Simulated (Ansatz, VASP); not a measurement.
# One calculation of Ti, two programs

File POSCAR:

```
Ti
1.0
    0.0000000000      2.0551516167      2.1065304071
    2.0551516167      0.0000000000      2.1065304071
    2.0551516167      2.0551516167      0.0000000000
Ti
1
Direct
    0.0000000000      0.0000000000      0.0000000000
```

The input INCAR.step1:

```
PREC = Accurate
ENCUT = 520
ISMEAR = 0
SIGMA = 0.15
LREAL = F
LASPH = T
NELM = 80
NBANDS = 12
GGA = PE
ALGO = Normal
EDIFF = 1E-4
LWAVE = T
LCHARG = F
```

Contents of INCAR.step2:

```
PREC = Accurate
ENCUT = 520
EDIFF = 1E-6
ISMEAR = 0
SIGMA = 0.15
LREAL = F
LASPH = T
NELM = 80
ALGO = Normal
ISIF = 2
LWAVE = F
LCHARG = F
METAGGA = R2SCAN
LMIXTAU = T
NBANDS = 12
ISTART = 1
```

KPOINTS

```
Automatic mesh
0
Gamma
  26 26 26
```

Input for Ansatz:

```yaml
crystal:
  lattice:
    - [0.0, 2.0551516167, 2.1065304071]
    - [2.0551516167, 0.0, 2.1065304071]
    - [2.0551516167, 2.0551516167, 0.0]
  atoms:
    - { symbol: Ti, position: [0.0, 0.0, 0.0] }
basis:
  ecutwfc: 500
kpoints:
  mp_grid: { grid: [26, 26, 26] }
hamiltonian:
  xc: r2scan
scf:
  occupations: { method: gaussian, width: 0.15 }
output:
  forces: true
  stress: true
  eigenvalues: true
```

Change from the starting cell: strain +0.000 along x and y, +0.025 along z, atoms carried along.

Alike in both runs: task single point; functional r2SCAN; k mesh 26 × 26 × 26; occupations gaussian, width 0.15 eV; no spin polarisation.

```csv
,VASP,Ansatz
version,VASP 6.6.1,Ansatz 0.2.0
potentials or method,"VASP PAW PBE potentials, release 64 (Ti_sv), cutoff 520 eV","scalar-relativistic, plane waves, PAW"
valence electrons in the cell,12,12
```

|  | VASP | Ansatz | Ansatz less VASP |
| --- | --- | --- | --- |
| gap on the k mesh at the Fermi level (eV) | none | none | - |
| pressure (GPa) | -2.3 | -2.6 | -0.36 |
| traceless stress, the component that is largest in VASP (GPa) | -0.57 | -0.57 | +0.001 |

VASP's potentials were made for PBE, not for r2SCAN. A gap of «none» marks a metal or a gap that the smearing closes. With one functional, cell and mesh, what is left measures potentials, basis and numerics.
